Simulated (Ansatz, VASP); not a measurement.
**Two plane-wave programs on H4CO**

```xyz
36
Lattice="7.6186 0.0000 0.0000 0.0000 7.6186 0.0000 0.0000 0.0000 7.6186" Properties=species:S:1:pos:R:3 pbc="T T T"
C     2.7613    6.9108    4.3289
C     4.7738    4.4813    4.3924
C     1.6446    2.7846    6.1165
C     0.4074    1.8714    1.2157
C     3.5055    6.0813    0.7761
C     6.2484    0.5223    5.2499
O     2.1125    6.0172    5.2263
O     4.8131    3.0806    4.1450
O     1.4840    1.3740    6.2136
O    -0.2256    1.7559    2.4848
O     3.5307    4.8082    1.4112
O     5.6194    0.8294    6.4887
H     3.6321    7.2963    4.8582
H     1.3328    5.6636    4.7703
H     3.1029    6.4082    3.4159
H     2.1215    7.7563    4.0487
H     3.7344    4.7237    4.6115
H     5.7336    2.8468    3.9477
H     5.3877    4.7689    5.2545
H     5.0917    5.0667    3.5211
H     0.6401    3.2036    6.0676
H     2.3709    0.9837    6.2582
H     2.1557    3.2062    6.9904
H     2.1895    3.0799    5.2117
H     1.4638    2.0472    1.4162
H    -1.1693    1.5987    2.3249
H     0.3138    0.9558    0.6192
H     0.0186    2.7147    0.6321
H     2.4547    6.3278    0.6277
H     4.4611    4.5725    1.5513
H     3.9628    6.8635    1.3940
H     4.0016    6.0681   -0.2019
H     5.7658    1.1473    4.4992
H     6.0379    0.2804    7.1702
H     7.3204    0.7537    5.2589
H     6.1160   -0.5286    4.9654
```

Alike in both runs: task relaxation of the atoms; functional PBE; dispersion D3(BJ); k mesh 1 × 1 × 1; occupations fermi-dirac, width 0.05 eV; no spin polarisation.

|  | VASP | Ansatz |
| --- | --- | --- |
| version | VASP 6.6.1 | Ansatz 0.2.0 |
| potentials or method | VASP PAW PBE potentials, release 64 (C, O, H), cutoff 520 eV | scalar-relativistic, plane waves, PAW |
| valence electrons in the cell | 84 | 84 |

```tsv
	VASP	Ansatz	Ansatz less VASP
gap on the k mesh at the Fermi level, each at its own relaxed structure (eV)	4.16	4.32	+0.165
```

Ansatz's warnings: xc potential rough in thin density.
